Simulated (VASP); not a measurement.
Here is a VASP 6.6.1 calculation.

INCAR

```
ALGO = Normal ; EDIFF = 1E-6
ENCUT = 520 ; ISIF = 2
ISMEAR = 0 ; LASPH = True
LCHARG = True ; LELF = True
LREAL = False ; LVHAR = True
LWAVE = False ; NBANDS = 31
NELM = 60 ; PREC = Accurate
SIGMA = 0.02
```

File KPOINTS:

```
k-points
0
Gamma
  6 6 8
```

File POSCAR:

```
HfO2
1.0
    4.7888991402      0.0000000000      0.0000000000
    0.0000000000      4.7888991402      0.0000000000
    0.0000000000      0.0000000000      3.1858186410
Hf O
2 4
Direct
    0.0000000000      0.0000000000      0.0000000000
    0.5000000000      0.5000000000      0.5000000000
    0.1951075730      0.8048924270      0.5000000000
    0.3048924270      0.3048924270      0.0000000000
    0.6951075730      0.6951075730      0.0000000000
    0.8048924270      0.1951075730      0.5000000000
```

Potentials or basis: VASP PAW LDA potentials, release 64 (Hf_pv, O).

Run with:

```bash
$ cat potpaw_LDA.64/Hf_pv/POTCAR potpaw_LDA.64/O/POTCAR > POTCAR
$ mpirun -np 1 vasp_std > vasp.out
```

Problem. What does it give for the pressure?

Solution. -2.1 GPa.

Problem. Predict the band gap on the k mesh.

Solution. 3.83 eV.

Problem. Predict the largest force.

Solution. 0.043 eV/Å.

Stress tensor (GPa, compression positive):
```
-2.00  0.00  0.00
 0.00 -2.00  0.00
 0.00  0.00 -2.42
```

Caveat: spin-orbit coupling is left out, which moves the levels of the heavy elements. A k mesh can miss the band edges.
